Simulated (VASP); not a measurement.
A run of VASP 6.6.1 is set up as follows.

The input INCAR:

```
SYSTEM = Ta3Mo
PREC = Accurate
ENCUT = 520
EDIFF = 1E-7
ISMEAR = 0
SIGMA = 0.1
LREAL = .False.
LASPH = .True.
NELM = 80
ALGO = Fast
ISIF = 2
LWAVE = .False.
LCHARG = .False.
GGA = PE
NBANDS = 32
```

KPOINTS

```
regular mesh
0
Gamma
  6 6 6
  0 0 0
```

File POSCAR:

```
Ta3Mo
1.0
   -1.9379912371      1.9379912371      4.3290193867
    1.9379912371     -1.9379912371      4.3290193867
    1.9379912371      1.9379912371     -4.3290193867
Ta Mo
3 1
Direct
    0.5000000000      0.5000000000      0.0000000000
    0.2500000000      0.7500000000      0.5000000000
    0.7500000000      0.2500000000      0.5000000000
    0.0000000000      0.0000000000      0.0000000000
```

Potentials or basis: VASP PAW PBE potentials, release 64 (Ta_pv, Mo_sv).

Run with:

```bash
$ cat potpaw_PBE.64/Ta_pv/POTCAR potpaw_PBE.64/Mo_sv/POTCAR > POTCAR
$ mpirun -np 1 vasp_std > vasp.out
```

Task: Estimate the pressure.

Result: 25.1 GPa.

Stress tensor (GPa, compression positive):
```
18.79  0.00  0.00
 0.00 18.79  0.00
 0.00  0.00 37.79
```

Caveat: the k points lie up to 0.38 Å⁻¹ apart.
